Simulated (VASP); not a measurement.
**KBr: single point with PBEsol**

The system is KBr.

```xyz
2
Lattice="-1.3828 2.7655 2.7655 2.7655 -1.3828 2.7655 2.7655 2.7655 -1.3828" Properties=species:S:1:pos:R:3 pbc="T T T"
K     0.0000    0.0000    0.0000
Br    2.0741    2.0741    2.0741
```

This cell differs from its parent crystal: ratio of the length along [111] to the lengths across it x 0.5, volume and fractional coordinates fixed.

```
Program                : VASP 6.6.1
Task                   : single point
Functional             : PBEsol
Potentials or basis    : VASP PAW PBE potentials, release 64 (K_sv, Br)
Cutoff                 : 520 eV
k mesh                 : 8 × 8 × 8
Occupations            : gaussian, width 0.05 eV
Spin                   : no spin polarisation
Dipole correction      : no
Further INCAR settings : ALGO = Normal; EDIFF = 1e-06; NBANDS = 15
```

The pressure is -2.0 GPa and the band gap on the k mesh is 3.51 eV, indirect (least direct gap 3.75 eV).

Levels at points of the mesh, in eV from the valence-band top:
| k point | band 5 | band 6 | band 7 | band 8 | band 9 | band 10 | band 11 | band 12 |
| --- | --- | --- | --- | --- | --- | --- | --- | --- |
| (0.00, 0.00, 0.00) | -12.10 | -0.24 | -0.24 | -0.24 | 3.51 | 5.83 | 5.83 | 9.49 |
| (0.50, 0.00, 0.00) | -11.93 | -1.76 | -0.20 | -0.20 | 6.06 | 7.09 | 7.16 | 8.77 |
| (0.50, 0.50, 0.00) | -12.07 | -1.26 | -1.26 | 0.00 | 5.10 | 6.33 | 7.96 | 7.96 |
| (0.50, 0.50, 0.50) | -12.19 | -1.26 | -1.26 | -1.26 | 7.11 | 7.11 | 7.11 | 9.04 |

Run time: 12 s on 1 thread of Intel(R) Xeon(R) Platinum 8559C (Emerald Rapids) (shared host), peak memory 0.19 GiB.

Caveat: the PAW data sets were made with another functional, which shifts forces and pressure a little. A k mesh can miss the band edges.
